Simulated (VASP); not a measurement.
# Ti3Zn (R-3m) in VASP: further runs

The runs below take Ti3Zn through single point, with LDA.

Program: VASP 6.6.1. These are calculated values, not measurements. Logs are shortened: lines on timing, memory, paths and dates and some standing lists are left out, and cuts for length are marked.

## 1. The cell of the first run

The structure is trigonal, space group R-3m (No. 166). The conventional cell has a = 5.576 Å, b = 5.576 Å, c = 7.014 Å, α = 90.00°, β = 90.00°, γ = 120.00°. Ti (site symmetry 2/m) has 8 Ti at 2.79 to 2.84 Å and 4 Zn at 2.79 to 2.84 Å within 3.7 Å. Within 3.7 Å of Zn (site symmetry -3m) lie 12 Ti at 2.79 to 2.84 Å.

## 2. Single point, LDA (15.74 Å³/atom)

The input, INCAR:

```
SYSTEM = Ti3Zn
PREC = Accurate
ENCUT = 520
EDIFF = 1E-6
ISMEAR = 0
SIGMA = 0.15
LREAL = .False.
LASPH = .True.
NELM = 80
ALGO = Fast
ISIF = 2
LWAVE = .False.
LCHARG = .False.
NBANDS = 32
```

The input, KPOINTS:

```
regular mesh
0
Gamma
  12 12 12
  0 0 0
```

The input, POSCAR:

```
Ti3Zn
1.0
    3.9783633714      0.0356161499      0.0356161499
    0.0356161499      3.9783633714      0.0356161499
    0.0356161499      0.0356161499      3.9783633714
Ti Zn
3 1
Direct
    0.0000000000      0.5000000000      0.5000000000
    0.5000000000      0.0000000000      0.5000000000
    0.5000000000      0.5000000000      0.0000000000
    0.0000000000      0.0000000000      0.0000000000
```

Potentials or basis: VASP PAW LDA potentials, release 64 (Ti_sv, Zn).

Started as:

```
$ cat potpaw_LDA.64/Ti_sv/POTCAR potpaw_LDA.64/Zn/POTCAR > POTCAR
$ mpirun -np 1 vasp_std > vasp.out
```

OUTCAR:

```text
SYSTEM = Ti3Zn
   PREC = Accurate
   ENCUT = 520
   EDIFF = 1E-6
   ISMEAR = 0
   LREAL = .False.
   LASPH = .True.
   NELM = 80
   ISIF = 2

 ion  position               nearest neighbor table
   1  0.000  0.500  0.500-   3 2.79   4 2.79   2 2.79   4 2.79   2 2.79   3 2.79   2 2.84   2 2.84
                             3 2.84   4 2.84   3 2.84   4 2.84
   2  0.500  0.000  0.500-   3 2.79   4 2.79   1 2.79   3 2.79   1 2.79   4 2.79   1 2.84   1 2.84
                             3 2.84   4 2.84   4 2.84   3 2.84
   3  0.500  0.500  0.000-   1 2.79   2 2.79   2 2.79   4 2.79   1 2.79   4 2.79   4 2.84   4 2.84
                             2 2.84   1 2.84   1 2.84   2 2.84
   4  0.000  0.000  0.000-   1 2.79   2 2.79   1 2.79   3 2.79   2 2.79   3 2.79   3 2.84   3 2.84
                             2 2.84   1 2.84   2 2.84   1 2.84

  LATTYP: Found a trigonal (rhomboedric) cell.
 ALAT       =     3.9786822109
 COS(alpha) =     0.0179821897

  Lattice vectors:

 A1 = (   3.9783633714,   0.0356161499,   0.0356161499)
 A2 = (   0.0356161499,   3.9783633714,   0.0356161499)
 A3 = (   0.0356161499,   0.0356161499,   3.9783633714)

Analysis of symmetry for initial positions (statically):
=====================================================================
 Subroutine PRICEL returns:
 Original cell was already a primitive cell.

 Routine SETGRP: Setting up the symmetry group for a
 trigonal (rhombohedral) supercell.

 Subroutine GETGRP returns: Found 12 space group operations
 (whereof 12 operations were pure point group operations)
 out of a pool of 12 trial point group operations.

The static configuration has the point symmetry D_3d.

Analysis of symmetry for dynamics (positions and initial velocities):
=====================================================================
 Subroutine PRICEL returns:
 Original cell was already a primitive cell.

 Routine SETGRP: Setting up the symmetry group for a
 trigonal (rhombohedral) supercell.

 Subroutine GETGRP returns: Found 12 space group operations
 (whereof 12 operations were pure point group operations)
 out of a pool of 12 trial point group operations.

The dynamic configuration has the point symmetry D_3d.

 Subroutine INISYM returns: Found 12 space group operations
 (whereof 12 operations are pure point group operations),
 and found     1 'primitive' translations

----------------------------------------------------------------------------------------

                                     Primitive cell

  volume of cell :      62.9520

  direct lattice vectors                    reciprocal lattice vectors
     3.978363371  0.035616150  0.035616150     0.251399584 -0.002230675 -0.002230675
     0.035616150  3.978363371  0.035616150    -0.002230675  0.251399584 -0.002230675
     0.035616150  0.035616150  3.978363371    -0.002230675 -0.002230675  0.251399584

  length of vectors
     3.978682211  3.978682211  3.978682211     0.251419376  0.251419376  0.251419376

  position of ions in fractional coordinates (direct lattice)
     0.000000000  0.500000000  0.500000000
     0.500000000  0.000000000  0.500000000
     0.500000000  0.500000000  0.000000000
     0.000000000  0.000000000  0.000000000

  ion indices of the primitive-cell ions
   primitive index   ion index
                 1           1
                 2           2
                 3           3
                 4           4

----------------------------------------------------------------------------------------

 KPOINTS: regular mesh

Automatic generation of k-mesh.
 Grid dimensions read from file:
 generate k-points for:   12   12   12

 Generating k-lattice:

  Cartesian coordinates                     Fractional coordinates (reciprocal lattice)
     0.020949965 -0.000185890 -0.000185890     0.083333333 -0.000000000  0.000000000
    -0.000185890  0.020949965 -0.000185890    -0.000000000  0.083333333  0.000000000
    -0.000185890 -0.000185890  0.020949965     0.000000000  0.000000000  0.083333333

  Length of vectors
     0.020951615  0.020951615  0.020951615

  Shift w.r.t. Gamma in fractional coordinates (k-lattice)
     0.000000000  0.000000000  0.000000000

 Subroutine IBZKPT returns following result:
 ===========================================

 Found    189 irreducible k-points:

 Following reciprocal coordinates:
            Coordinates               Weight
  0.000000  0.000000  0.000000      1.000000
  0.083333  0.000000  0.000000      6.000000
  0.166667 -0.000000  0.000000      6.000000
  0.250000  0.000000  0.000000      6.000000
  0.333333  0.000000  0.000000      6.000000
  0.416667 -0.000000  0.000000      6.000000
[... 16 lines left out ...]
  0.500000  0.166667  0.000000     12.000000
 -0.416667  0.166667 -0.000000     12.000000
 [... further k-points ...]
   k-points           NKPTS =    189   k-points in BZ     NKDIM =    189   number of bands    NBANDS=     32
   number of dos      NEDOS =    301   number of ions     NIONS =      4
   total plane-waves  NPLWV =  27000
   dimension x,y,z NGX =    30 NGY =   30 NGZ =   30
   dimension x,y,z NGXF=    60 NGYF=   60 NGZF=   60
   ions per type =               3   1
   NGX,Y,Z   is equivalent  to a cutoff of  12.54, 12.54, 12.54 a.u.
   NGXF,Y,Z  is equivalent  to a cutoff of  25.07, 25.07, 25.07 a.u.
 SYSTEM =  Ti3Zn
   PREC   = accura    normal or accurate (medium, high low for compatibility)
   ISTART =      0    job   : 0-new  1-cont  2-samecut
   ICHARG =      2    charge: 1-file 2-atom 10-const
   ISPIN  =      1    spin polarized calculation?
   LNONCOLLINEAR =      F non collinear calculations
   LSORBIT =      F    spin-orbit coupling
   LASPH  =      T    aspherical Exc in radial PAW
   ENCUT  =  520.0 eV  38.22 Ry    6.18 a.u.   7.40  7.40  7.40*2*pi/ulx,y,z
   NELM   =     80;   NELMIN=  2; NELMDL= -5     # of ELM steps
   EDIFF  = 0.1E-05   stopping-criterion for ELM
   LREAL  =      F    real-space projection
   EDIFFG = 0.1E-04   stopping-criterion for IOM
   NSW    =      0    number of steps for IOM
   IBRION =     -1    ionic relax: 0-MD 1-quasi-New 2-CG
   NFREE  =      0    steps in history (QN), initial steepest desc. (CG)
   ISIF   =      2    stress and relaxation
   ISYM   =      2    0-nonsym 1-usesym 2-fastsym
   POTIM  = 0.5000    time-step for ionic-motion
   TEBEG  =    0.0;   TEEND  =   0.0 temperature during run
   PSTRESS=    0.0 pullay stress
   NELECT =      48.0000    total number of electrons
   NUPDOWN=      -1.0000    fix difference up-down
   EMIN   =  10.00;   EMAX   =-10.00  energy-range for DOS
   EFERMI =   0.00;   METHOD = LEGACY
   ISMEAR =     0;   SIGMA  =   0.15  broadening in eV -4-tet -1-fermi 0-gaus
   EFERMI_NEDOS =   21; number of points for ismear=-14 and -15
   IALGO  =     68    algorithm
   IMIX   =      4    mixing-type and parameters
     AMIX     =   0.40;   BMIX     =  1.00
     AMIX_MAG =   1.60;   BMIX_MAG =  1.00
  volume/ion in A,a.u.               =      15.74       106.21
  Fermi-wavevector in a.u.,A,eV,Ry     =   1.495611  2.826296 30.434234  2.236853
  Thomas-Fermi vector in A             =   2.607734
   LORBIT       =      0    0 simple, 1 ext, 2 COOP (PROOUT), +10 PAW based schemes
   GGA     = CA    functional components
   LHFCALC =     F    Hartree Fock is set to
   AEXX    =    0.0000 exact exchange contribution
   IVDW    =     0    specifies the selected vdW correction
   LEPSILON=     F    determine dielectric tensor
   LRPA    =     F    only Hartree local field effects (RPA)
 non-spin polarized calculation
 RMM-DIIS sequential band-by-band and
 Gauss-broadening in eV      SIGMA  =   0.15
  energy-cutoff  :      520.00
  volume of cell :       62.95
 maximum number of plane-waves:      1737
 NGX is ok and might be reduce to    30
   NGX = 15   NGY = 15   NGZ = 15

 number of electron      48.0000012 magnetization

 Free energy of the ion-electron system (eV)
  ---------------------------------------------------
  ext. energy  EPLUGINS =         0.00000000
  ---------------------------------------------------
  free energy    TOTEN  =       -28.08499101 eV

  energy without entropy =      -28.03641141  energy(sigma->0) =      -28.06070121

 E-fermi :   7.2390     XC(G=0): -12.1407

 val. band max:        7.2352496924   @ k =  -0.4167   0.1667  -0.0000
 cond. band min:       7.2392953452   @ k =  -0.4167  -0.4167   0.0833
 fundamental gap:      0.0040456529
 Fermi energy:         7.2390301733

 k-point     1 :       0.0000    0.0000    0.0000
  band No.  band energies     occupation
      1     -48.6336      2.00000
      2     -48.4442      2.00000
      3     -48.4442      2.00000
      4     -25.5252      2.00000
      5     -25.4768      2.00000
      6     -25.4768      2.00000
[... 24 lines left out ...]
     31      10.4969      0.00000
     32      10.4969      0.00000

 k-point     2 :       0.0833    0.0000    0.0000
  band No.  band energies     occupation
      1     -48.6307      2.00000
      2     -48.4470      2.00000
      3     -48.4441      2.00000
      4     -25.5175      2.00000
      5     -25.4706      2.00000
      6     -25.4697      2.00000
[... 24 lines left out ...]
     31      10.4345      0.00000
     32      10.4961      0.00000

 k-point     3 :       0.1667   -0.0000    0.0000
  band No.  band energies     occupation
      1     -48.6224      2.00000
      2     -48.4553      2.00000
      3     -48.4440      2.00000
      4     -25.4960      2.00000
      5     -25.4525      2.00000
      6     -25.4480      2.00000
[... 24 lines left out ...]
     31      10.2348      0.00000
     32      10.4871      0.00000

 k-point     4 :       0.2500    0.0000    0.0000
  band No.  band energies     occupation
      1     -48.6094      2.00000
      2     -48.4683      2.00000
      3     -48.4438      2.00000
      4     -25.4652      2.00000
      5     -25.4249      2.00000
      6     -25.4113      2.00000
[... 654 lines left out ...]
     31       9.7168      0.00000
     32      10.0298      0.00000

 k-point    23 :       0.5000    0.1667    0.0000
  band No.  band energies     occupation
      1     -48.5619      2.00000
      2     -48.5071      2.00000
      3     -48.4518      2.00000
      4     -25.3884      2.00000
      5     -25.3494      2.00000
      6     -25.3363      2.00000
[... 24 lines left out ...]
     31       9.6360      0.00000
     32       9.9206      0.00000

 k-point    24 :      -0.4167    0.1667   -0.0000
  band No.  band energies     occupation
      1     -48.5680      2.00000
      2     -48.5012      2.00000
      3     -48.4517      2.00000
      4     -25.4044      2.00000
      5     -25.3572      2.00000
      6     -25.3181      2.00000
[... 24 lines left out ...]
     31       9.6780      0.00000
     32      10.0261      0.00000

 [... further k-points ...]

------------------------ aborting loop because EDIFF is reached ----------------------------------------

  FORCE on cell =-STRESS in cart. coord.  units (eV):
  Direction    XX          YY          ZZ          XY          YZ          ZX
  --------------------------------------------------------------------------------------
  -------------------------------------------------------------------------------------
  Total       -2.3022735     -2.3022735     -2.3022735     -0.4583500     -0.4583500     -0.4583500
  in kB      -58.5946503    -58.5946503    -58.5946503    -11.6653647    -11.6653647    -11.6653647
  external PRESSURE =     -58.5946503 kB  Pullay stress =       0.0000000 kB

 VOLUME and BASIS-vectors are now :
 -----------------------------------------------------------------------------
  energy-cutoff  :      520.00
  volume of cell :       62.95
      direct lattice vectors                 reciprocal lattice vectors
     3.978363371  0.035616150  0.035616150     0.251399584 -0.002230675 -0.002230675
     0.035616150  3.978363371  0.035616150    -0.002230675  0.251399584 -0.002230675
     0.035616150  0.035616150  3.978363371    -0.002230675 -0.002230675  0.251399584

 POSITION                                       TOTAL-FORCE (eV/Angst)
 -----------------------------------------------------------------------------------
      0.03562      2.00699      2.00699        -0.000000     -0.000000     -0.000000
      2.00699      0.03562      2.00699         0.000000      0.000000      0.000000
      2.00699      2.00699      0.03562        -0.000000      0.000000      0.000000
      0.00000      0.00000      0.00000        -0.000000     -0.000000      0.000000
 -----------------------------------------------------------------------------------
    total drift:                                0.000000      0.000000     -0.000000

  FREE ENERGIE OF THE ION-ELECTRON SYSTEM (eV)
  ---------------------------------------------------
  free  energy   TOTEN  =       -28.0849910127 eV

  energy  without entropy=      -28.0364114097  energy(sigma->0) =      -28.06070121
```

It took 8.5 min on 1 thread of Intel Xeon 6975P-C (Granite Rapids), shared host; peak memory 0.39 GiB.

Results:

```
Free energy            : -28.0850 eV
Pressure               : -5.9 GPa
Band gap on the k mesh : zero (bands 24 and 25 overlap by 0.37 eV)
```

Caveat: the cell stands under tension.

## 3. Single point, LDA (15.74 Å³/atom)

The input, INCAR:

```
ALGO = Fast
EDIFF = 1E-6
ENCUT = 520
ISIF = 2
ISMEAR = 0
LASPH = True
LCHARG = False
LREAL = False
LWAVE = False
NBANDS = 32
NELM = 60
PREC = Accurate
SIGMA = 0.15
```

The input, KPOINTS:

```
k-points
0
Gamma
  12 12 12
```

The input, POSCAR:

```
Ti3Zn
1.0
    3.9783618570     -0.0353204039     -0.0353204039
   -0.0353204039      3.9783618570     -0.0353204039
   -0.0353204039     -0.0353204039      3.9783618570
Ti Zn
3 1
Direct
    0.0000000000      0.5000000000      0.5000000000
    0.5000000000      0.0000000000      0.5000000000
    0.5000000000      0.5000000000      0.0000000000
    0.0000000000      0.0000000000      0.0000000000
```

Potentials or basis: VASP PAW LDA potentials, release 64 (Ti_sv, Zn).

Started as:

```
$ cat potpaw_LDA.64/Ti_sv/POTCAR potpaw_LDA.64/Zn/POTCAR > POTCAR
$ mpirun -np 1 vasp_std > vasp.out
```

Wall time 9.2 min (1 thread of Intel Xeon 6975P-C (Granite Rapids), shared host); peak memory 0.39 GiB.

Results (log left out):

```
Free energy            : -28.0860 eV
Pressure               : -5.8 GPa
Band gap on the k mesh : zero (bands 24 and 25 overlap by 0.37 eV)
```

Stress tensor (GPa, compression positive):
```
-5.84  1.02  1.02
 1.02 -5.84  1.02
 1.02  1.02 -5.84
```

Levels at points of the mesh, in eV from the Fermi level:
```
           k point  band 20  band 21  band 22  band 23  band 24  band 25  band 26  band 27  band 28  band 29
(0.00, 0.00, 0.00)    -1.06    -1.06    -1.00    -1.00    -0.88     2.07     2.10     2.10     2.12     2.12
(0.50, 0.00, 0.00)    -1.89    -0.94    -0.85    -0.66     0.24     0.74     0.75     1.18     1.58     1.79
(0.50, 0.50, 0.00)    -2.62    -1.23    -1.10    -0.28    -0.16    -0.04     0.93     0.95     1.71     1.81
(0.50, 0.50, 0.50)    -1.65    -1.54    -0.30    -0.30    -0.12     0.63     0.84     0.84     1.22     2.00
```

Caveat: the cell stands under tension.

## 4. Single point, LDA (13.75 Å³/atom)

This run uses another cell than the first one, of 13.75 Å³/atom.

The input, INCAR:

```
PREC = Accurate
ENCUT = 520
EDIFF = 1E-6
ISMEAR = 0
SIGMA = 0.15
LREAL = False
LASPH = True
NELM = 60
ALGO = Fast
ISIF = 2
LWAVE = False
LCHARG = False
GGA = CA
NBANDS = 32
```

The input, KPOINTS:

```
regular mesh
0
Gamma
  12 12 12
```

The input, POSCAR:

```
Ti3Zn
1.0
    3.8028866473      0.0340452011      0.0340452011
    0.0340452011      3.8028866473      0.0340452011
    0.0340452011      0.0340452011      3.8028866473
Ti Zn
3 1
Direct
    0.0000000000      0.5000000000      0.5000000000
    0.5000000000      0.0000000000      0.5000000000
    0.5000000000      0.5000000000      0.0000000000
    0.0000000000      0.0000000000      0.0000000000
```

Started as:

```
$ cat potpaw_LDA.64/Ti_sv/POTCAR potpaw_LDA.64/Zn/POTCAR > POTCAR
$ mpirun -np 1 vasp_std > vasp.out
```

It took 5.9 min on 1 thread of Intel Xeon 6975P-C (Granite Rapids), shared host; peak memory 0.35 GiB.

The run converged. Its results:

```yaml
Free_energy: -27.9545 eV
Pressure: 13.0 GPa
Band_gap_on_the_k_mesh: zero (bands 24 and 25 overlap by 0.47 eV)
```

Stress tensor (GPa, compression positive):
```
13.02 -1.77 -1.77
-1.77 13.02 -1.77
-1.77 -1.77 13.02
```

Levels at points of the mesh, in eV from the Fermi level:
```csv
k point,band 20,band 21,band 22,band 23,band 24,band 25,band 26,band 27,band 28,band 29
"(0.00, 0.00, 0.00)",-1.28,-1.19,-1.19,-1.13,-1.13,2.36,2.54,2.54,2.59,2.61
"(0.50, 0.00, 0.00)",-2.26,-1.12,-1.00,-0.88,0.30,0.91,0.91,1.35,1.83,2.05
"(0.50, 0.50, 0.00)",-2.73,-1.39,-1.08,-0.33,-0.24,-0.14,1.09,1.12,1.93,2.09
"(0.50, 0.50, 0.50)",-1.69,-1.69,-0.23,0.01,0.01,0.77,0.77,1.02,1.80,2.20
```

Caveat: the cell stands under pressure.

## 5. Summary

```tsv
cell	gap on the mesh (eV)	pressure (GPa)
a = 3.979 Å, angles 89.0°, 4 atoms	none	-5.9
a = 3.979 Å, angles 91.0°, 4 atoms	none	-5.8
a = 3.803 Å, angles 89.0°, 4 atoms	none	13.0
```

Alike in all rows: task single point; level LDA; potentials or basis VASP PAW LDA potentials, release 64 (Ti_sv, Zn); no spin polarisation; k mesh 12 × 12 × 12; cutoff (eV) 520; smearing gaussian 0.15 eV.

Caveats: the cell stands under tension (at least some runs); the cell stands under pressure (at least some runs).

Total energies depend on the potentials used, so only differences within one code and one set of settings carry meaning.
